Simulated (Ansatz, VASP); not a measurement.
# One calculation of BaRe3Pb, two programs

Contents of POSCAR:

```
BaRe3Pb
1.0
    0.0439145600      4.5606966700      4.5875308800
    0.0439145600     -4.5606966700      4.5875308800
    4.5565767800      0.0000000000     -4.5875308800
Re Ba Pb
6 2 2
Direct
    0.7235000000      0.2765000000      0.0000000000
    0.2765000000      0.7235000000      0.0000000000
    0.1926000000      0.1926000000      0.4476000000
    0.8074000000      0.8074000000      0.5524000000
    0.2850000000      0.7150000000      0.5000000000
    0.7150000000      0.2850000000      0.5000000000
    0.2532000000      0.2532000000      0.0042000000
    0.7468000000      0.7468000000      0.9958000000
    0.5000000000      0.0000000000      0.5000000000
    0.0000000000      0.5000000000      0.5000000000
```

INCAR.step1

```
SYSTEM = BaRe3Pb
  PREC = Accurate
  ENCUT = 520
  ISMEAR = 1
  SIGMA = 0.0343
  LREAL = .False.
  LASPH = .True.
  NELM = 100
  NBANDS = 56
  GGA = PE
  ALGO = Normal
  EDIFF = 1E-4
  LWAVE = .True.
  LCHARG = .False.
```

Contents of INCAR.step2:

```
SYSTEM = BaRe3Pb
  PREC = Accurate
  ENCUT = 520
  EDIFF = 1E-7
  ISMEAR = 1
  SIGMA = 0.0343
  LREAL = .False.
  LASPH = .True.
  NELM = 100
  ALGO = Normal
  ISIF = 2
  LWAVE = .False.
  LCHARG = .False.
  METAGGA = R2SCAN
  LMIXTAU = .True.
  NBANDS = 56
  ISTART = 1
```

KPOINTS

```
regular mesh
0
Gamma
  4 4 4
  0 0 0
```

Input for Ansatz:

```yaml
crystal:
  lattice:
    - [0.04391456, 4.56069667, 4.58753088]
    - [0.04391456, -4.56069667, 4.58753088]
    - [4.55657678, 0.0, -4.58753088]
  atoms:
    - { symbol: Re, position: [0.7235, 0.2765, 0.0] }
    - { symbol: Re, position: [0.2765, 0.7235, 0.0] }
    - { symbol: Ba, position: [0.2532, 0.2532, 0.0042] }
    - { symbol: Ba, position: [0.7468, 0.7468, 0.9958] }
    - { symbol: Pb, position: [0.5, 0.0, 0.5] }
    - { symbol: Pb, position: [0.0, 0.5, 0.5] }
    - { symbol: Re, position: [0.1926, 0.1926, 0.4476] }
    - { symbol: Re, position: [0.8074, 0.8074, 0.5524] }
    - { symbol: Re, position: [0.285, 0.715, 0.5] }
    - { symbol: Re, position: [0.715, 0.285, 0.5] }
  symmetry: { tolerance: 0.0003 }
kpoints:
  mp_grid: { grid: [4, 4, 4], shift: [0, 0, 0] }
magnetization:
  spin_polarized: false
scf:
  occupations: { method: methfessel_paxton, width: 0.0343 }
hamiltonian:
  pseudopotentials: { kind: paw }
  xc: r2scan
basis:
  ecutwfc: 500
output:
  forces: true
  stress: true
  eigenvalues: true
```

Alike in both runs: task single point; functional r2SCAN; k mesh 4 × 4 × 4; occupations methfessel-paxton of order 1, width 0.0343 eV; no spin polarisation.

|  | VASP | Ansatz |
| --- | --- | --- |
| version | VASP 6.6.1 | Ansatz 0.2.0 |
| potentials or method | VASP PAW PBE potentials, release 64 (Re, Ba_sv, Pb_d), cutoff 520 eV | PAW plane waves |
| valence electrons in the cell | 90 | 138 |

VASP gave:

| Quantity | Value |
| --- | --- |
| gap on the k mesh at the Fermi level (eV) | none |
| rms of the force components (eV/Å) | 0.452 |

Question: What did Ansatz give for the same quantities?

Answer: gap on the k mesh at the Fermi level (eV): none; rms of the force components (eV/Å): 0.510.

VASP's potentials were made for PBE, not for r2SCAN. A gap of «none» marks a metal or a gap that the smearing closes. The functional is the same, so the differences come from potentials, cutoffs and numerics. VASP's potentials hold 90 valence electrons a cell and Ansatz's 138, so a difference there can come from the potentials and not from the codes.

Spin-orbit coupling is off throughout.
